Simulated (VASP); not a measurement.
Runs of VASP 6.6.1 on Ag. The structure is that of space group I4/mmm (No. 139), or close to it. The cells are those of the table. 

```csv
cell,gap on the mesh (eV),pressure (GPa)
"a = 2.946 Å, angles 111.6, 111.6, 105.3°, 1 atom",none,(b)
"a = 2.717 Å, angles 111.8, 111.8, 104.9°, 1 atom",none,21.5
"a = 2.952 Å, angles 105.4, 105.4, 117.9°, 1 atom",none,-5.4
"a = 2.793 Å, angles 107.3, 107.3, 113.9°, 1 atom",none,(a)
"a = 2.800 Å, angles 114.1, 114.1, 100.6°, 1 atom",none,8.6
```

Alike in all rows: task single point; level PBE; potentials or basis VASP PAW PBE potentials, release 64 (Ag); no spin polarisation; k mesh 20 × 20 × 20; cutoff (eV) 520; smearing gaussian 0.15 eV.

Q: Fill in the values left out.

A: (a) 8.0; (b) -6.0.

A k mesh can miss the band edges, and the runs leave out spin-orbit coupling on Ag.

A gap of «none» marks levels without a gap at the run's occupations.
